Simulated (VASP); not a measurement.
# Na (P6_3/mmc) in VASP: a series of runs

Na is run at these levels: r2SCAN; tasks: single point.

All numbers are computed with VASP 6.6.1; they aren't measurements. Logs are shortened: lines on timing, memory, paths and dates and some standing lists are left out, and cuts for length are marked.

## 1. The cell of the first run

Symmetry: P6_3/mmc, No. 194, hexagonal system. Conventional cell: a = 3.661 Å, b = 3.661 Å, c = 11.956 Å, α = 90.00°, β = 90.00°, γ = 120.00°. Na (site symmetry -3m) has 12 Na at 3.66 Å within 4.8 Å. Within 4.8 Å of Na (site symmetry -6m2) lie 12 Na at 3.66 Å.

## 2. Single point, r2SCAN (volume scaled by 0.92)

File POSCAR:

```
Na
1.0
    3.6608650254      0.0000000000      0.0000000000
   -1.8304325127      3.1704021119      0.0000000000
    0.0000000000      0.0000000000     11.9563851732
Na
4
Direct
    0.0000000000      0.0000000000      0.0000000000
    0.0000000000      0.0000000000      0.5000000000
    0.3333333333      0.6666666667      0.2500000000
    0.6666666667      0.3333333333      0.7500000000
```

File INCAR.step1:

```
SYSTEM = Na
PREC = Accurate
ENCUT = 520
ISMEAR = -1
SIGMA = 0.1
LREAL = .False.
LASPH = .True.
NELM = 60
NBANDS = 22
GGA = PE
ALGO = Normal
EDIFF = 1E-4
LWAVE = .True.
LCHARG = .False.
```

File INCAR.step2:

```
SYSTEM = Na
PREC = Accurate
ENCUT = 520
EDIFF = 1E-6
ISMEAR = -1
SIGMA = 0.1
LREAL = .False.
LASPH = .True.
NELM = 60
ALGO = Normal
ISIF = 2
LWAVE = .False.
LCHARG = .False.
METAGGA = R2SCAN
LMIXTAU = .True.
NBANDS = 22
ISTART = 1
```

File KPOINTS:

```
regular mesh
0
Gamma
  11 11 3
  0 0 0
```

Potentials or basis: VASP PAW PBE potentials, release 64 (Na_pv).

Started as:

```bash
$ cat potpaw_PBE.64/Na_pv/POTCAR > POTCAR
$ cp INCAR.step1 INCAR
$ mpirun -np 1 vasp_std > vasp.out
$ cp INCAR.step2 INCAR
$ mpirun -np 1 vasp_std > vasp.out
```

OUTCAR:

```text
SYSTEM = Na
   PREC = Accurate
   ENCUT = 520
   EDIFF = 1E-6
   ISMEAR = -1
   LREAL = .False.
   LASPH = .True.
   NELM = 60
   ISIF = 2
   METAGGA = R2SCAN
   ISTART = 1

 ion  position               nearest neighbor table
   1  0.000  0.000  0.000-
   2  0.000  0.000  0.500-
   3  0.333  0.667  0.250-
   4  0.667  0.333  0.750-

  LATTYP: Found a hexagonal cell.
 ALAT       =     3.6608650254
 C/A-ratio  =     3.2660000001

  Lattice vectors:

 A1 = (   3.6608650254,   0.0000000000,   0.0000000000)
 A2 = (  -1.8304325127,   3.1704021119,   0.0000000000)
 A3 = (   0.0000000000,   0.0000000000,  11.9563851732)

Analysis of symmetry for initial positions (statically):
=====================================================================
 Subroutine PRICEL returns:
 Original cell was already a primitive cell.

 Routine SETGRP: Setting up the symmetry group for a
 hexagonal supercell.

 Subroutine GETGRP returns: Found 24 space group operations
 (whereof 12 operations were pure point group operations)
 out of a pool of 24 trial point group operations.

The static configuration has the point symmetry D_3d.
 The point group associated with its full space group is D_6h.

Analysis of symmetry for dynamics (positions and initial velocities):
=====================================================================
 Subroutine PRICEL returns:
 Original cell was already a primitive cell.

 Routine SETGRP: Setting up the symmetry group for a
 hexagonal supercell.

 Subroutine GETGRP returns: Found 24 space group operations
 (whereof 12 operations were pure point group operations)
 out of a pool of 24 trial point group operations.

The dynamic configuration has the point symmetry D_3d.
 The point group associated with its full space group is D_6h.

 Subroutine INISYM returns: Found 24 space group operations
 (whereof 12 operations are pure point group operations),
 and found     1 'primitive' translations

----------------------------------------------------------------------------------------

                                     Primitive cell
[... 81 lines left out ...]
   dimension x,y,z NGXF=    56 NGYF=   56 NGZF=  180
   ions per type =               4
   NGX,Y,Z   is equivalent  to a cutoff of  12.72, 12.72, 12.51 a.u.
   NGXF,Y,Z  is equivalent  to a cutoff of  25.43, 25.43, 25.03 a.u.
 SYSTEM =  Na
   PREC   = accura    normal or accurate (medium, high low for compatibility)
   ISTART =      1    job   : 0-new  1-cont  2-samecut
   ICHARG =      0    charge: 1-file 2-atom 10-const
   ISPIN  =      1    spin polarized calculation?
   LNONCOLLINEAR =      F non collinear calculations
   LSORBIT =      F    spin-orbit coupling
   LASPH  =      T    aspherical Exc in radial PAW
   ENCUT  =  520.0 eV  38.22 Ry    6.18 a.u.   6.81  6.81 22.23*2*pi/ulx,y,z
   NELM   =     60;   NELMIN=  2; NELMDL=  0     # of ELM steps
   EDIFF  = 0.1E-05   stopping-criterion for ELM
   LREAL  =      F    real-space projection
   EDIFFG = 0.1E-04   stopping-criterion for IOM
   NSW    =      0    number of steps for IOM
   IBRION =     -1    ionic relax: 0-MD 1-quasi-New 2-CG
   NFREE  =      0    steps in history (QN), initial steepest desc. (CG)
   ISIF   =      2    stress and relaxation
   ISYM   =      2    0-nonsym 1-usesym 2-fastsym
   POTIM  = 0.5000    time-step for ionic-motion
   TEBEG  =    0.0;   TEEND  =   0.0 temperature during run
   PSTRESS=    0.0 pullay stress
   NELECT =      28.0000    total number of electrons
   NUPDOWN=      -1.0000    fix difference up-down
   EMIN   =  10.00;   EMAX   =-10.00  energy-range for DOS
   EFERMI =   0.00;   METHOD = LEGACY
   ISMEAR =    -1;   SIGMA  =   0.10  broadening in eV -4-tet -1-fermi 0-gaus
   EFERMI_NEDOS =   21; number of points for ismear=-14 and -15
   IALGO  =     38    algorithm
   IMIX   =      4    mixing-type and parameters
     AMIX     =   0.40;   BMIX     =  1.00
     AMIX_MAG =   1.60;   BMIX_MAG =  1.00
  volume/ion in A,a.u.               =      34.69       234.12
  Fermi-wavevector in a.u.,A,eV,Ry     =   0.960200  1.814514 12.544344  0.921983
  Thomas-Fermi vector in A             =   2.089463
   LORBIT       =      0    0 simple, 1 ext, 2 COOP (PROOUT), +10 PAW based schemes
   METAGGA = R2SCAN    functional components
   LHFCALC =     F    Hartree Fock is set to
   AEXX    =    0.0000 exact exchange contribution
   IVDW    =     0    specifies the selected vdW correction
   LEPSILON=     F    determine dielectric tensor
   LRPA    =     F    only Hartree local field effects (RPA)
 non-spin polarized calculation
  energy-cutoff  :      520.00
  volume of cell :      138.77
 maximum number of plane-waves:      3756
 NGX is ok and might be reduce to    28
   NGX = 13   NGY = 13   NGZ = 45

 number of electron      27.9999998 magnetization

 Free energy of the ion-electron system (eV)
  ---------------------------------------------------
  ext. energy  EPLUGINS =         0.00000000
  ---------------------------------------------------
  free energy    TOTEN  =       -14.21362636 eV

  energy without entropy =      -14.14730593  energy(sigma->0) =      -14.18046614

 E-fermi :   0.5620     XC(G=0):  -7.1104

 val. band max:        0.5376670742   @ k =   0.1818   0.0000   0.3333
 cond. band min:       0.5821338486   @ k =   0.2727   0.2727   0.3333
 fundamental gap:      0.0444667744
 Fermi energy:         0.5620128241

 k-point     1 :       0.0000    0.0000    0.0000
  band No.  band energies     occupation
      1     -25.4549      2.00000
      2     -25.4331      2.00000
      3     -25.4318      2.00000
      4     -25.4164      2.00000
      5     -25.4161      2.00000
      6     -25.4141      2.00000
[... 589 lines left out ...]
     21       7.6780      0.00000
     22       7.9504      0.00000

 [... further k-points ...]
[... 5 lines left out ...]
  --------------------------------------------------------------------------------------
  -------------------------------------------------------------------------------------
  Total        0.5941261      0.5941261      0.7413634      0.0000000     -0.0000000      0.0000000
  in kB        6.8594804      6.8594804      8.5594081      0.0000000     -0.0000000      0.0000000
  external PRESSURE =       7.4261230 kB  Pullay stress =       0.0000000 kB

 VOLUME and BASIS-vectors are now :
 -----------------------------------------------------------------------------
  energy-cutoff  :      520.00
  volume of cell :      138.77
      direct lattice vectors                 reciprocal lattice vectors
     3.660865025  0.000000000  0.000000000     0.273159484  0.157708701  0.000000000
    -1.830432513  3.170402112  0.000000000     0.000000000  0.315417403  0.000000000
     0.000000000  0.000000000 11.956385173     0.000000000  0.000000000  0.083637319

 POSITION                                       TOTAL-FORCE (eV/Angst)
 -----------------------------------------------------------------------------------
      0.00000      0.00000      0.00000        -0.000000      0.000000     -0.000000
      0.00000      0.00000      5.97819        -0.000000      0.000000     -0.000000
     -0.00000      2.11360      2.98910         0.000000      0.000000      0.000000
      1.83043      1.05680      8.96729         0.000000     -0.000000     -0.000000
 -----------------------------------------------------------------------------------
    total drift:                                0.000000     -0.000000      0.000000

  FREE ENERGIE OF THE ION-ELECTRON SYSTEM (eV)
  ---------------------------------------------------
  free  energy   TOTEN  =       -14.2136263560 eV

  energy  without entropy=      -14.1473059259  energy(sigma->0) =      -14.18046614
```

OUTCAR.step1:

```text
SYSTEM = Na
   PREC = Accurate
   ENCUT = 520
   ISMEAR = -1
   LREAL = .False.
   LASPH = .True.
   NELM = 60
[... 830 lines left out ...]
      0.00000      0.00000      5.97819         0.000000      0.000000     -0.000000
     -0.00000      2.11360      2.98910         0.000000     -0.000000      0.000000
      1.83043      1.05680      8.96729        -0.000000      0.000000     -0.000000
 -----------------------------------------------------------------------------------
    total drift:                                0.000000     -0.000000      0.000000

  FREE ENERGIE OF THE ION-ELECTRON SYSTEM (eV)
  ---------------------------------------------------
  free  energy   TOTEN  =        -5.2538771994 eV

  energy  without entropy=       -5.1852959990  energy(sigma->0) =       -5.21958660
```

OSZICAR.step1:

```text
N       E                     dE             d eps       ncg     rms          rms(c)
DAV:   1     0.241663570484E+03    0.24166E+03   -0.14997E+04  1472   0.125E+03
DAV:   2     0.762660281414E+01   -0.23404E+03   -0.22998E+03  1432   0.362E+02
DAV:   3    -0.502531757232E+01   -0.12652E+02   -0.12497E+02  1720   0.106E+02
DAV:   4    -0.525242998481E+01   -0.22711E+00   -0.22693E+00  1570   0.144E+01
DAV:   5    -0.525776444052E+01   -0.53345E-02   -0.53344E-02  1696   0.238E+00    0.418E-01
DAV:   6    -0.525560735322E+01    0.21571E-02   -0.30016E-03  1856   0.578E-01    0.278E-01
DAV:   7    -0.525390839509E+01    0.16990E-02   -0.37877E-03  1928   0.593E-01    0.336E-02
DAV:   8    -0.525387719942E+01    0.31196E-04   -0.28893E-04  1384   0.265E-01
   1 F= -.52538772E+01 E0= -.52195866E+01  d E =-.685812E-01
```

It took 6.1 min on 1 thread of Oxide Virtual Turin-like, shared host; peak memory 0.26 GiB.

What came out:

```
Free energy            : -14.2136 eV
Pressure               : 0.7 GPa
Band gap on the k mesh : zero (band 14 reaches 1.82 eV, above the bottom of band 15 at -1.94 eV)
```

Stress tensor (GPa, compression positive):
```
0.69 0.00 0.00
0.00 0.69 0.00
0.00 0.00 0.86
```

Caveat: the PAW data sets were made with another functional, which shifts forces and pressure a little.

(Continued in part 2 of 2.)
